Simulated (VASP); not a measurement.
# Al (Im-3m) in VASP: a series of runs, part 2 of 2

VASP 6.6.1.

### 3 Relaxation of cell and atoms, PBEsol

INCAR

```
SYSTEM = Al
PREC = Accurate
ENCUT = 500
EDIFF = 1E-7
ISMEAR = -1
SIGMA = 0.05
LREAL = .False.
LASPH = .True.
NELM = 120
ALGO = Normal
ISIF = 3
LWAVE = .False.
LCHARG = .False.
GGA = PS
IBRION = 2
NSW = 80
EDIFFG = -0.03
GGA_COMPAT = .False.
NELMIN = 4
```

KPOINTS

```
Automatic mesh
0
Gamma
  6 6 6
  0 0 0
```

POSCAR

```
Al
1.0
    3.2028922658      0.0000000000      0.0000000000
    0.0000000000      3.2028922658      0.0000000000
    0.0000000000      0.0000000000      3.2028922658
Al
2
Direct
    0.0000000000      0.0000000000      0.0000000000
    0.5000000000      0.5000000000      0.5000000000
```

Potentials or basis: VASP PAW PBE potentials, release 64 (Al).

The run is started by

```
cat potpaw_PBE.64/Al/POTCAR > POTCAR
mpirun -np 1 vasp_std > vasp.out
```

OUTCAR:

```text
SYSTEM = Al
   PREC = Accurate
   ENCUT = 500
   EDIFF = 1E-7
   ISMEAR = -1
   LREAL = .False.
   LASPH = .True.
   NELM = 120
   ISIF = 3
   GGA = PS
   IBRION = 2
   NSW = 80
   EDIFFG = -0.03
   NELMIN = 4

 ion  position               nearest neighbor table
   1  0.000  0.000  0.000-   2 2.77   2 2.77   2 2.77   2 2.77   2 2.77   2 2.77   2 2.77   2 2.77

   2  0.500  0.500  0.500-   1 2.77   1 2.77   1 2.77   1 2.77   1 2.77   1 2.77   1 2.77   1 2.77

  LATTYP: Found a simple cubic cell.
 ALAT       =     3.2028922658

  Lattice vectors:

 A1 = (   3.2028922658,   0.0000000000,   0.0000000000)
 A2 = (   0.0000000000,   3.2028922658,   0.0000000000)
 A3 = (   0.0000000000,   0.0000000000,   3.2028922658)

Analysis of symmetry for initial positions (statically):
=====================================================================
 Subroutine PRICEL returns following result:

  LATTYP: Found a body centered cubic cell.
 ALAT       =     3.2028922658

  Lattice vectors:

 A1 = (   1.6014461329,   1.6014461329,  -1.6014461329)
 A2 = (  -1.6014461329,   1.6014461329,   1.6014461329)
 A3 = (   1.6014461329,  -1.6014461329,   1.6014461329)

   2 primitive cells build up your supercell.

 Routine SETGRP: Setting up the symmetry group for a
 simple cubic supercell.

 Subroutine GETGRP returns: Found 48 space group operations
 (whereof 48 operations were pure point group operations)
 out of a pool of 48 trial point group operations.

The static configuration has the point symmetry O_h .

Analysis of symmetry for dynamics (positions and initial velocities):
=====================================================================
 Subroutine PRICEL returns following result:

  LATTYP: Found a body centered cubic cell.
 ALAT       =     3.2028922658

  Lattice vectors:

 A1 = (   1.6014461329,   1.6014461329,  -1.6014461329)
 A2 = (  -1.6014461329,   1.6014461329,   1.6014461329)
 A3 = (   1.6014461329,  -1.6014461329,   1.6014461329)

   2 primitive cells build up your supercell.

 Routine SETGRP: Setting up the symmetry group for a
 simple cubic supercell.

 Subroutine GETGRP returns: Found 48 space group operations
 (whereof 48 operations were pure point group operations)
 out of a pool of 48 trial point group operations.

The dynamic configuration has the point symmetry O_h .

 Subroutine INISYM returns: Found 48 space group operations
 (whereof 48 operations are pure point group operations),
 and found     2 'primitive' translations

----------------------------------------------------------------------------------------

                                     Primitive cell

  volume of cell :      16.4285

  direct lattice vectors                    reciprocal lattice vectors
     1.601446133  1.601446133 -1.601446133     0.312217807  0.312217807  0.000000000
    -1.601446133  1.601446133  1.601446133    -0.000000000  0.312217807  0.312217807
     1.601446133 -1.601446133  1.601446133     0.312217807  0.000000000  0.312217807

  length of vectors
     2.773786068  2.773786068  2.773786068     0.441542657  0.441542657  0.441542657

  position of ions in fractional coordinates (direct lattice)
     0.000000000  0.000000000  0.000000000

[... 30 lines left out ...]
 Following reciprocal coordinates:
            Coordinates               Weight
  0.000000  0.000000  0.000000      1.000000
  0.166667  0.000000  0.000000      6.000000
  0.333333  0.000000  0.000000      6.000000
  0.500000  0.000000  0.000000      3.000000
  0.166667  0.166667  0.000000     12.000000
  0.333333  0.166667  0.000000     24.000000
[... 12 lines left out ...]
  0.500000  0.500000  0.333333      6.000000
  0.500000  0.500000  0.500000      1.000000
   k-points           NKPTS =     20   k-points in BZ     NKDIM =     20   number of bands    NBANDS=      7
   number of dos      NEDOS =    301   number of ions     NIONS =      2
   total plane-waves  NPLWV =  13824
   dimension x,y,z NGX =    24 NGY =   24 NGZ =   24
   dimension x,y,z NGXF=    48 NGYF=   48 NGZF=   48
   ions per type =               2
   NGX,Y,Z   is equivalent  to a cutoff of  12.46, 12.46, 12.46 a.u.
   NGXF,Y,Z  is equivalent  to a cutoff of  24.91, 24.91, 24.91 a.u.
 SYSTEM =  Al
   PREC   = accura    normal or accurate (medium, high low for compatibility)
   ISTART =      0    job   : 0-new  1-cont  2-samecut
   ICHARG =      2    charge: 1-file 2-atom 10-const
   ISPIN  =      1    spin polarized calculation?
   LNONCOLLINEAR =      F non collinear calculations
   LSORBIT =      F    spin-orbit coupling
   LASPH  =      T    aspherical Exc in radial PAW
   ENCUT  =  500.0 eV  36.75 Ry    6.06 a.u.   5.84  5.84  5.84*2*pi/ulx,y,z
   NELM   =    120;   NELMIN=  4; NELMDL= -5     # of ELM steps
   EDIFF  = 0.1E-06   stopping-criterion for ELM
   LREAL  =      F    real-space projection
   EDIFFG = -.3E-01   stopping-criterion for IOM
   NSW    =     80    number of steps for IOM
   IBRION =      2    ionic relax: 0-MD 1-quasi-New 2-CG
   NFREE  =      1    steps in history (QN), initial steepest desc. (CG)
   ISIF   =      3    stress and relaxation
   ISYM   =      2    0-nonsym 1-usesym 2-fastsym
   POTIM  = 0.5000    time-step for ionic-motion
   TEBEG  =    0.0;   TEEND  =   0.0 temperature during run
   PSTRESS=    0.0 pullay stress
   NELECT =       6.0000    total number of electrons
   NUPDOWN=      -1.0000    fix difference up-down
   EMIN   =  10.00;   EMAX   =-10.00  energy-range for DOS
   EFERMI =   0.00;   METHOD = LEGACY
   ISMEAR =    -1;   SIGMA  =   0.05  broadening in eV -4-tet -1-fermi 0-gaus
   EFERMI_NEDOS =   21; number of points for ismear=-14 and -15
   IALGO  =     38    algorithm
   IMIX   =      4    mixing-type and parameters
     AMIX     =   0.40;   BMIX     =  1.00
     AMIX_MAG =   1.60;   BMIX_MAG =  1.00
  volume/ion in A,a.u.               =      16.43       110.86
  Fermi-wavevector in a.u.,A,eV,Ry     =   0.928787  1.755153 11.737008  0.862646
  Thomas-Fermi vector in A             =   2.055001
   LORBIT       =      0    0 simple, 1 ext, 2 COOP (PROOUT), +10 PAW based schemes
   GGA     = PS    functional components
   LHFCALC =     F    Hartree Fock is set to
   AEXX    =    0.0000 exact exchange contribution
   IVDW    =     0    specifies the selected vdW correction
   LEPSILON=     F    determine dielectric tensor
   LRPA    =     F    only Hartree local field effects (RPA)
 conjugate gradient relaxation of ions
 non-spin polarized calculation
  energy-cutoff  :      500.00
  volume of cell :       32.86
 maximum number of plane-waves:       847
 NGX is ok and might be reduce to    24
   NGX = 11   NGY = 11   NGZ = 11

 number of electron       6.0000000 magnetization

 Free energy of the ion-electron system (eV)
  ---------------------------------------------------
  ext. energy  EPLUGINS =         0.00000000
  ---------------------------------------------------
  free energy    TOTEN  =        -7.96486165 eV

  energy without entropy =       -7.95371232  energy(sigma->0) =       -7.95928698

 E-fermi :   7.9868     XC(G=0): -10.2773

 val. band max:        7.8846249069   @ k =   0.1667   0.1667   0.1667
 cond. band min:       8.0364427161   @ k =   0.3333   0.1667   0.0000
 fundamental gap:      0.1518178092
 Fermi energy:         7.9868355735

 k-point     1 :       0.0000    0.0000    0.0000
  band No.  band energies     occupation
      1      -3.1605      2.00000
      2       9.8688      0.00000
      3       9.8688      0.00000
      4       9.8688      0.00000
      5      10.9647      0.00000
      6      10.9647      0.00000
      7      13.6336      0.00000
[... 181 lines left out ...]
 k-point    20 :       0.5000    0.5000    0.5000
  band No.  band energies     occupation
      1       7.0065      2.00000
      2       7.0065      2.00000
      3       7.0065      2.00000
      4       7.0065      2.00000
      5       7.0065      2.00000
      6       7.0065      2.00000
      7       8.4141      0.00039

------------------------ aborting loop because EDIFF is reached ----------------------------------------

  FORCE on cell =-STRESS in cart. coord.  units (eV):
  Direction    XX          YY          ZZ          XY          YZ          ZX
  --------------------------------------------------------------------------------------
  -------------------------------------------------------------------------------------
  Total        0.0119669      0.0119669      0.0119669     -0.0000000     -0.0000000     -0.0000000
  in kB        0.5835336      0.5835336      0.5835336     -0.0000000     -0.0000000     -0.0000000
  external PRESSURE =       0.5835336 kB  Pullay stress =       0.0000000 kB

 VOLUME and BASIS-vectors are now :
 -----------------------------------------------------------------------------
  energy-cutoff  :      500.00
  volume of cell :       32.86
      direct lattice vectors                 reciprocal lattice vectors
     3.202892266  0.000000000  0.000000000     0.312217807  0.000000000  0.000000000
     0.000000000  3.202892266  0.000000000     0.000000000  0.312217807  0.000000000
     0.000000000  0.000000000  3.202892266     0.000000000  0.000000000  0.312217807

 POSITION                                       TOTAL-FORCE (eV/Angst)
 -----------------------------------------------------------------------------------
      0.00000      0.00000      0.00000         0.000000      0.000000     -0.000000
      1.60145      1.60145      1.60145        -0.000000     -0.000000      0.000000
 -----------------------------------------------------------------------------------
    total drift:                               -0.000000     -0.000000      0.000000

  FREE ENERGIE OF THE ION-ELECTRON SYSTEM (eV)
  ---------------------------------------------------
  free  energy   TOTEN  =        -7.9648616481 eV

  energy  without entropy=       -7.9537123207  energy(sigma->0) =       -7.95928698

 reached required accuracy - stopping structural energy minimisation
```

OSZICAR:

```text
N       E                     dE             d eps       ncg     rms          rms(c)
DAV:   1    -0.186744231256E+01   -0.18674E+01   -0.20669E+03   308   0.599E+02
DAV:   2    -0.790358121008E+01   -0.60361E+01   -0.55554E+01   364   0.481E+01
DAV:   3    -0.802558009110E+01   -0.12200E+00   -0.12193E+00   385   0.682E+00
DAV:   4    -0.802637283331E+01   -0.79274E-03   -0.79274E-03   385   0.455E-01
DAV:   5    -0.802637802760E+01   -0.51943E-05   -0.51950E-05   392   0.342E-02    0.193E+00
DAV:   6    -0.798919613917E+01    0.37182E-01   -0.55556E-03   343   0.488E-01    0.109E+00
DAV:   7    -0.796493817463E+01    0.24258E-01   -0.14216E-02   301   0.753E-01    0.214E-01
DAV:   8    -0.796486389487E+01    0.74280E-04   -0.10721E-04   399   0.924E-02    0.128E-02
DAV:   9    -0.796486254136E+01    0.13535E-05   -0.70892E-07   392   0.664E-03    0.226E-03
DAV:  10    -0.796486163261E+01    0.90876E-06   -0.19037E-08   266   0.130E-03    0.176E-03
DAV:  11    -0.796486164812E+01   -0.15513E-07   -0.10423E-09   245   0.238E-04
   1 F= -.79648616E+01 E0= -.79592870E+01  d E =-.796486E+01
```

Run time: 2.1 s. Hardware: 1 thread of Intel Xeon 6975P-C (Granite Rapids), shared host; peak memory 0.12 GiB.

Results:

* Free energy: -7.9649 eV
* Pressure after relaxing: 0.1 GPa
* Band gap on the k mesh: zero (band 3 reaches 13.02 eV, above the bottom of band 4 at 4.13 eV)

Final structure:
```cif
data_structure
_symmetry_space_group_name_H-M 'P 1'
_symmetry_Int_Tables_number 1
_cell_length_a 3.2029
_cell_length_b 3.2029
_cell_length_c 3.2029
_cell_angle_alpha 90.000
_cell_angle_beta 90.000
_cell_angle_gamma 90.000
_cell_volume 32.86
loop_
_atom_site_label
_atom_site_type_symbol
_atom_site_fract_x
_atom_site_fract_y
_atom_site_fract_z
_atom_site_occupancy
Al1 Al 0.00000 0.00000 0.00000 1
Al2 Al 0.50000 0.50000 0.50000 1
```

Caveat: the relaxation stopped at its first step, so nothing moved; the PAW data sets were made with another functional, which shifts forces and pressure a little.

### 4 Relaxation of cell and atoms, PBEsol

This run uses another cell than the first one, of 16.54 Å³/atom, 1.007 times its volume.

INCAR

```
ALGO = Normal
EDIFF = 1E-7
EDIFFG = -0.03
ENCUT = 500
GGA = PS
GGA_COMPAT = F
IBRION = 2
ISIF = 3
ISMEAR = -1
LASPH = T
LCHARG = F
LREAL = F
LWAVE = F
NELM = 120
NELMIN = 4
NSW = 80
PREC = Accurate
SIGMA = 0.05
```

KPOINTS

```
k-points
0
Gamma
  6 6 6
```

POSCAR

```
Al
1.0
    3.2100000000      0.0000000000      0.0000000000
    0.0000000000      3.2100000000      0.0000000000
    0.0000000000      0.0000000000      3.2100000000
Al
2
Direct
    0.0000000000      0.0000000000      0.0000000000
    0.5000000000      0.5000000000      0.5000000000
```

The run is started by

```
cat potpaw_PBE.64/Al/POTCAR > POTCAR
mpirun -np 1 vasp_std > vasp.out
```

Wall time 2.4 s (1 thread of Intel Xeon 6975P-C (Granite Rapids), shared host); peak memory 0.12 GiB.

The run converged. Its results:

```yaml
Free_energy: -7.9649 eV
Relaxed_volume: 16.43 Å³/atom
Relaxed_cell: a = 3.203 Å, b = 3.203 Å, c = 3.203 Å, α = 90.00°, β = 90.00°, γ = 90.00°
Space_group_after_relaxing_to_0.05_Å: Im-3m (No. 229)
Energy_gained_by_relaxing: 0.1 meV/atom
Ionic_steps: 2
Pressure_after_relaxing: 0.1 GPa
Band_gap_on_the_k_mesh: zero (band 3 reaches 13.02 eV, above the bottom of band 4 at 4.13 eV)
```

Step by step:
```csv
step,energy change (eV),largest force (eV/Å),pressure (GPa),volume (Å³)
1,0.0000,0.0000,-0.44,33.08
2,-0.0003,0.0000,0.05,32.86
```

Final structure:
```cif
data_structure
_symmetry_space_group_name_H-M 'P 1'
_symmetry_Int_Tables_number 1
_cell_length_a 3.2030
_cell_length_b 3.2030
_cell_length_c 3.2030
_cell_angle_alpha 90.000
_cell_angle_beta 90.000
_cell_angle_gamma 90.000
_cell_volume 32.86
loop_
_atom_site_label
_atom_site_type_symbol
_atom_site_fract_x
_atom_site_fract_y
_atom_site_fract_z
_atom_site_occupancy
Al1 Al 0.00000 0.00000 0.00000 1
Al2 Al 0.50000 0.50000 0.50000 1
```

Levels at points of the mesh, in eV from the Fermi level:
```csv
k point,band 1,band 2,band 3,band 4,band 5,band 6
"(0.00, 0.00, 0.00)",-11.15,1.88,1.88,1.88,2.98,2.98
"(0.50, 0.00, 0.00)",-7.58,-7.58,5.04,5.04,5.04,5.04
"(0.50, 0.50, 0.00)",-4.32,-4.32,-3.85,-3.85,8.19,8.19
"(0.50, 0.50, 0.50)",-0.98,-0.98,-0.98,-0.98,-0.98,-0.98
```

Caveat: the PAW data sets were made with another functional, which shifts forces and pressure a little.

### 5 Summary

```tsv
task	cell	gap on the mesh (eV)	pressure (GPa)
single point	a = 3.203 Å, 2 atoms	none	0.1
relaxation of cell and atoms	relaxed from a = 3.203 Å, 2 atoms	none	0.1
relaxation of cell and atoms	relaxed from a = 3.210 Å, 2 atoms	none	0.1
```

Alike in all rows: level PBEsol; potentials or basis VASP PAW PBE potentials, release 64 (Al); no spin polarisation; k mesh 6 × 6 × 6; cutoff (eV) 500; smearing fermi-dirac 0.05 eV.

Caveats: the PAW data sets were made with another functional, which shifts forces and pressure a little; the relaxation stopped at its first step, so nothing moved (some runs).

Total energies depend on the potentials used, so only differences within one code and one set of settings carry meaning.
